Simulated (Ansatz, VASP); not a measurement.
**Ti4B: VASP beside Ansatz**

File INCAR:

```
SYSTEM = Ti4B
PREC = Accurate
ENCUT = 600
EDIFF = 1E-7
ISMEAR = 0
SIGMA = 0.1
LREAL = .False.
LASPH = .True.
NELM = 60
ALGO = Normal
ISIF = 3
LWAVE = .False.
LCHARG = .False.
GGA = PE
IBRION = 2
NSW = 90
EDIFFG = -0.04
```

KPOINTS

```
regular mesh
0
Gamma
  4 4 4
  0 0 0
```

File POSCAR:

```
Ti4B
1.0
    4.1352203200      0.0000000000      0.0000000000
    0.0000000000      4.1352203200      0.0000000000
    0.0000000000      0.0000000000      4.1352203200
Ti B
4 1
Direct
    0.2500000000      0.2500000000      0.2500000000
    0.7500000000      0.7500000000      0.2500000000
    0.2500000000      0.7500000000      0.7500000000
    0.7500000000      0.2500000000      0.7500000000
    0.0000000000      0.0000000000      0.0000000000
```

Input for Ansatz:

```yaml
crystal:
  lattice:
    - [4.13522032, 0.0, 0.0]
    - [0.0, 4.13522032, 0.0]
    - [0.0, 0.0, 4.13522032]
  atoms:
    - { symbol: Ti, position: [0.25, 0.25, 0.25] }
    - { symbol: Ti, position: [0.75, 0.75, 0.25] }
    - { symbol: Ti, position: [0.25, 0.75, 0.75] }
    - { symbol: Ti, position: [0.75, 0.25, 0.75] }
    - { symbol: B, position: [0.0, 0.0, 0.0] }
basis:
  ecutwfc: 420
kpoints:
  mp_grid: { grid: [4, 4, 4] }
hamiltonian:
  xc: pbe
scf:
  occupations: { method: gaussian, width: 0.1 }
  lower_state_search: "off"
output:
  forces: true
  stress: true
  eigenvalues: true
relax:
  adjacent_minimum: "off"
  f_tol: 0.04
  max_steps: 70
  cell: { stress_tol: 0.4 }
```

Change from the starting cell: species swapped into the SnI4 type (P-43m, No. 215).

Alike in both runs: task relaxation of cell and atoms; functional PBE; k mesh 4 × 4 × 4; occupations gaussian, width 0.1 eV; no spin polarisation.

|  | VASP | Ansatz |
| --- | --- | --- |
| version | VASP 6.6.1 | Ansatz 0.2.0 |
| potentials or method | VASP PAW PBE potentials, release 64 (Ti_sv, B), cutoff 600 eV | scalar-relativistic, plane waves, PAW |
| valence electrons in the cell | 51 | 51 |

Ansatz gave:

| Property | Result |
| --- | --- |
| gap on the k mesh at the Fermi level, each at its own relaxed structure (eV) | none |
| relaxed volume (Å³/atom) | 16.90 |
| relaxed length of the cell vector where the two differ most in proportion (Å) | 4.388 |

**Question.** What did VASP give for the same quantities?

**Answer.** gap on the k mesh at the Fermi level, each at its own relaxed structure (eV): none; relaxed volume (Å³/atom): 16.94; relaxed length of the cell vector where the two differ most in proportion (Å): 4.392.

A gap of «none» marks a metal or a gap that the smearing closes.

The k mesh is coarse, so the values compare programs but aren't converged. Noted on VASP's run: the volume moved by over 15 % at a fixed basis, so the end points are rough.
